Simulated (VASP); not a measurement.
# SnSe in VASP: further runs, part 2 of 2

VASP 6.6.1. Earlier steps stand in the parts before.

### 3 Single point, PBE+D3(BJ) (19.93 Å³/atom)

This run uses another cell than the first one, of 19.93 Å³/atom.

INCAR reads:

```
PREC = Accurate ; ENCUT = 520
EDIFF = 1E-6 ; ISMEAR = 0
SIGMA = 0.05 ; LREAL = False
LASPH = True ; NELM = 100
ALGO = Normal ; ISIF = 2
LWAVE = False ; LCHARG = False
GGA = PE ; IVDW = 12
NBANDS = 50
```

KPOINTS reads:

```
Automatic mesh
0
Gamma
  4 8 8
```

POSCAR reads:

```
SnSe
1.0
   10.4779081097      0.0000000000      0.0000000000
    0.0000000000      3.8403962003      0.0000000000
    0.0000000000      0.0000000000      3.9621390208
Sn Se
4 4
Direct
    0.1134648997      0.2500000000      0.0000470912
    0.3865351003      0.7500000000      0.5000470912
    0.6134648997      0.2500000000      0.4999529088
    0.8865351003      0.7500000000      0.9999529088
    0.3643928332      0.2500000000      0.0000202286
    0.1356071668      0.7500000000      0.5000202286
    0.8643928332      0.2500000000      0.4999797714
    0.6356071668      0.7500000000      0.9999797714
```

Potentials or basis: VASP PAW PBE potentials, release 64 (Sn_d, Se).

Started as:

```
$ cat potpaw_PBE.64/Sn_d/POTCAR potpaw_PBE.64/Se/POTCAR > POTCAR
$ mpirun -np 1 vasp_std > vasp.out
```

OUTCAR:

```text
PREC = Accurate
   ENCUT = 520
   EDIFF = 1E-6
   ISMEAR = 0
   LREAL = False
   LASPH = True
   NELM = 100
   ISIF = 2
   GGA = PE
   IVDW = 12
 IVDW          = 12

 ion  position               nearest neighbor table
   1  0.113  0.250  0.000-   5 2.63   6 2.77   6 2.77   6 2.77   6 2.77   4 3.06   4 3.06
   2  0.387  0.750  0.500-   6 2.63   5 2.77   5 2.77   5 2.77   5 2.77   3 3.06   3 3.06
   3  0.613  0.250  0.500-   7 2.63   8 2.77   8 2.77   8 2.77   8 2.77   2 3.06   2 3.06
   4  0.887  0.750  1.000-   8 2.63   7 2.77   7 2.77   7 2.77   7 2.77   1 3.06   1 3.06
   5  0.364  0.250  0.000-   1 2.63   2 2.77   2 2.77   2 2.77   2 2.77
   6  0.136  0.750  0.500-   2 2.63   1 2.77   1 2.77   1 2.77   1 2.77
   7  0.864  0.250  0.500-   3 2.63   4 2.77   4 2.77   4 2.77   4 2.77
   8  0.636  0.750  1.000-   4 2.63   3 2.77   3 2.77   3 2.77   3 2.77

  LATTYP: Found a simple orthorhombic cell.
 ALAT       =     3.8403962003
 B/A-ratio  =     1.0317005887
 C/A-ratio  =     2.7283404011

  Lattice vectors:

 A1 = (   0.0000000000,   3.8403962003,   0.0000000000)
 A2 = (   0.0000000000,   0.0000000000,   3.9621390208)
[... 199 lines left out ...]
  band No.  band energies     occupation
      1     -12.5476      2.00000
      2     -12.5295      2.00000
      3     -12.5250      2.00000
      4     -12.5080      2.00000
      5     -12.5020      2.00000
      6     -12.4972      2.00000
[... 1261 lines left out ...]
     49      13.6435      0.00000
     50      13.6435      0.00000

 [... further k-points ...]

------------------------ aborting loop because EDIFF is reached ----------------------------------------

 Edisp (eV)   -3.88435

 E8    (eV) :    -1.7423

  FORCE on cell =-STRESS in cart. coord.  units (eV):
  Direction    XX          YY          ZZ          XY          YZ          ZX
  --------------------------------------------------------------------------------------
  -------------------------------------------------------------------------------------
  Total      21.85525    21.75141    21.74473     0.00000    -0.00000     0.00000
  in kB     219.62712   218.58365   218.51650     0.00000    -0.00000     0.00000
  external pressure =      218.91 kB  Pullay stress =        0.00 kB

 VOLUME and BASIS-vectors are now :
 -----------------------------------------------------------------------------
  energy-cutoff  :      520.00
  volume of cell :      159.43
      direct lattice vectors                 reciprocal lattice vectors
    10.477908110  0.000000000  0.000000000     0.095438898  0.000000000  0.000000000
     0.000000000  3.840396200  0.000000000     0.000000000  0.260389800  0.000000000
     0.000000000  0.000000000  3.962139021     0.000000000  0.000000000  0.252388923

 POSITION                                       TOTAL-FORCE (eV/Angst)
 -----------------------------------------------------------------------------------
      1.18887      0.96010      0.00019        -0.020161     -0.000000     -0.000168
      4.05008      2.88030      1.98126         0.020161      0.000000     -0.000168
      6.42783      0.96010      1.98088        -0.020161      0.000000      0.000168
      9.28903      2.88030      3.96195         0.020161      0.000000      0.000168
      3.81807      0.96010      0.00008         0.016789     -0.000000      0.000055
      1.42088      2.88030      1.98115        -0.016789     -0.000000      0.000055
      9.05703      0.96010      1.98099         0.016789     -0.000000     -0.000055
      6.65983      2.88030      3.96206        -0.016789     -0.000000     -0.000055
 -----------------------------------------------------------------------------------
    total drift:                                0.000000      0.000000      0.000000

  FREE ENERGIE OF THE ION-ELECTRON SYSTEM (eV)
  ---------------------------------------------------
  free  energy   TOTEN  =       -33.1994338052 eV

  energy  without entropy=      -33.1989837954  energy(sigma->0) =      -33.19920880
```

OSZICAR:

```text
N       E                     dE             d eps       ncg     rms          rms(c)
DAV:   1     0.930501504800E+03    0.93050E+03   -0.36682E+04  8132   0.231E+03
DAV:   2     0.137724630399E+03   -0.79278E+03   -0.76467E+03  7500   0.655E+02
DAV:   3    -0.181478361376E+02   -0.15587E+03   -0.14810E+03  8522   0.217E+02
DAV:   4    -0.294441223693E+02   -0.11296E+02   -0.10955E+02  8954   0.583E+01
DAV:   5    -0.298219628728E+02   -0.37784E+00   -0.37585E+00  8884   0.110E+01    0.932E+00
DAV:   6    -0.293597369325E+02    0.46223E+00   -0.77927E-01 10456   0.539E+00    0.580E+00
DAV:   7    -0.293300848658E+02    0.29652E-01   -0.56644E-01 10804   0.337E+00    0.104E+00
DAV:   8    -0.293143630726E+02    0.15722E-01   -0.10505E-01  9970   0.223E+00    0.331E-01
DAV:   9    -0.293150008594E+02   -0.63779E-03   -0.86437E-03  8820   0.571E-01    0.751E-02
DAV:  10    -0.293150725601E+02   -0.71701E-04   -0.54051E-04 10370   0.115E-01    0.331E-02
DAV:  11    -0.293150862849E+02   -0.13725E-04   -0.31696E-05 10786   0.416E-02    0.971E-03
DAV:  12    -0.293150879052E+02   -0.16203E-05   -0.47543E-06  7302   0.122E-02    0.279E-03
DAV:  13    -0.293150877712E+02    0.13402E-06   -0.10143E-06  5080   0.540E-03
   1 F= -.33199434E+02 E0= -.33199209E+02  d E =-.450010E-03
```

stdout:

```text
POSCAR found type information on POSCAR SnSe
 POSCAR found :  2 types and       8 ions
 scaLAPACK will be used
 LDA part: xc-table for (Slater+PW92), standard interpolation
 POSCAR, INCAR and KPOINTS ok, starting setup
 FFT: planning ... GRIDC
 FFT: planning ... GRID_SOFT
 FFT: planning ... GRID
 WAVECAR not read
 entering main loop
```

Wall time 5.3 min (1 thread of Intel Xeon 6975P-C (Granite Rapids), shared host); peak memory 0.55 GiB.

Results:

```
Free energy                : -33.1994 eV
Pressure                   : 21.9 GPa
Largest force              : 0.020 eV/Å
Band gap on the k mesh     : zero (bands 40 and 41 overlap by 0.71 eV)
Dispersion energy per atom : -0.486 eV
```

Forces on the atoms (eV/Å):
```
Sn  -0.020  0.000  0.000
Sn   0.020  0.000  0.000
Sn  -0.020  0.000  0.000
Sn   0.020  0.000  0.000
Se   0.017  0.000  0.000
Se  -0.017  0.000  0.000
Se   0.017  0.000  0.000
Se  -0.017  0.000  0.000
```

Stress tensor (GPa, compression positive):
```
21.96  0.00  0.00
 0.00 21.86  0.00
 0.00  0.00 21.85
```

Levels at points of the mesh, in eV from the Fermi level:
| k point | band 38 | band 39 | band 40 | band 41 | band 42 | band 43 |
| --- | --- | --- | --- | --- | --- | --- |
| (0.00, 0.00, 0.00) | -1.56 | -1.45 | -1.09 | -0.33 | 2.63 | 2.96 |
| (0.50, 0.00, 0.00) | -2.91 | -1.25 | -1.25 | 2.17 | 2.17 | 2.94 |
| (0.00, 0.50, 0.00) | -1.56 | -0.45 | -0.45 | 0.24 | 0.24 | 0.65 |
| (0.50, 0.50, 0.00) | -1.15 | -1.15 | -1.15 | 1.21 | 1.21 | 1.21 |
| (0.00, 0.00, 0.50) | -1.13 | -0.39 | -0.39 | 0.23 | 0.23 | 1.35 |
| (0.50, 0.00, 0.50) | -0.53 | 0.18 | 0.18 | 0.37 | 0.37 | 0.55 |
| (0.00, 0.50, 0.50) | -2.92 | -2.92 | -2.92 | 2.72 | 2.72 | 2.72 |
| (0.50, 0.50, 0.50) | -2.26 | -2.26 | -2.26 | 1.77 | 1.77 | 1.77 |

Caveat: the cell stands under pressure; semilocal functionals underestimate gaps, so a narrow gap can read as zero; spin-orbit coupling is left out, which moves the levels of the heavy elements.
